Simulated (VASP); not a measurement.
A run of VASP 6.6.1 is set up as follows.

The input INCAR:

```
ALGO = Normal
EDIFF = 1E-6
ENCUT = 520
GGA = PE
ISIF = 2
ISMEAR = -1
LASPH = T
LCHARG = F
LREAL = F
LWAVE = F
NBANDS = 14
NELM = 80
PREC = Accurate
SIGMA = 0.02
```

Contents of KPOINTS:

```
k-points
0
Gamma
  8 8 8
```

POSCAR

```
NaI
1.0
    0.0000000000      3.1932247394      3.2297205820
    3.1932247394      0.0000000000      3.2297205820
    3.1932247394      3.1932247394      0.0000000000
Na I
1 1
Direct
    0.0000000000      0.0000000000      0.0000000000
    0.5000000000      0.5000000000      0.5000000000
```

Potentials or basis: VASP PAW PBE potentials, release 64 (Na_pv, I).

Command:

```console
$ cat potpaw_PBE.64/Na_pv/POTCAR potpaw_PBE.64/I/POTCAR > POTCAR
$ mpirun -np 1 vasp_std > vasp.out
```

What does it give for the pressure?

1.0 GPa.

Estimate the band gap on the k mesh.

3.71 eV.

Stress tensor (GPa, compression positive):
```
1.09 0.00 0.00
0.00 1.09 0.00
0.00 0.00 0.75
```

Caveat: the cell differs from its parent crystal (biaxial xy strain -1.1%); spin-orbit coupling is left out, which moves the levels of the heavy elements.
